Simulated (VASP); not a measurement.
Here is a VASP 6.6.1 calculation.

File POSCAR:

```
V
1.0
   -1.4917693513      1.4917693513      1.4917693513
    1.4917693513     -1.4917693513      1.4917693513
    1.4917693513      1.4917693513     -1.4917693513
V
1
Direct
    0.0000000000      0.0000000000      0.0000000000
```

File INCAR.step1:

```
  PREC = Accurate
  ENCUT = 520
  ISMEAR = 0
  SIGMA = 0.6
  LREAL = F
  LASPH = T
  NELM = 80
  NBANDS = 12
  GGA = PE
  ALGO = Normal
  EDIFF = 1E-4
  LWAVE = T
  LCHARG = F
```

Contents of INCAR.step2:

```
  PREC = Accurate
  ENCUT = 520
  EDIFF = 1E-6
  ISMEAR = 0
  SIGMA = 0.6
  LREAL = F
  LASPH = T
  NELM = 80
  ALGO = Normal
  ISIF = 2
  LWAVE = F
  LCHARG = T
  METAGGA = R2SCAN
  LMIXTAU = T
  LELF = T
  LVHAR = T
  NBANDS = 12
  ISTART = 1
```

Contents of KPOINTS:

```
regular mesh
0
Gamma
  15 15 15
```

Potentials or basis: VASP PAW PBE potentials, release 64 (V_sv).

Command:

```bash
$ cat potpaw_PBE.64/V_sv/POTCAR > POTCAR
$ cp INCAR.step1 INCAR
$ mpirun -np 1 vasp_std > vasp.out
$ cp INCAR.step2 INCAR
$ mpirun -np 1 vasp_std > vasp.out
```

**Question.** Estimate the pressure.

**Answer.** 2.2 GPa.

Caveat: the PAW data sets were made with another functional, which shifts forces and pressure a little.
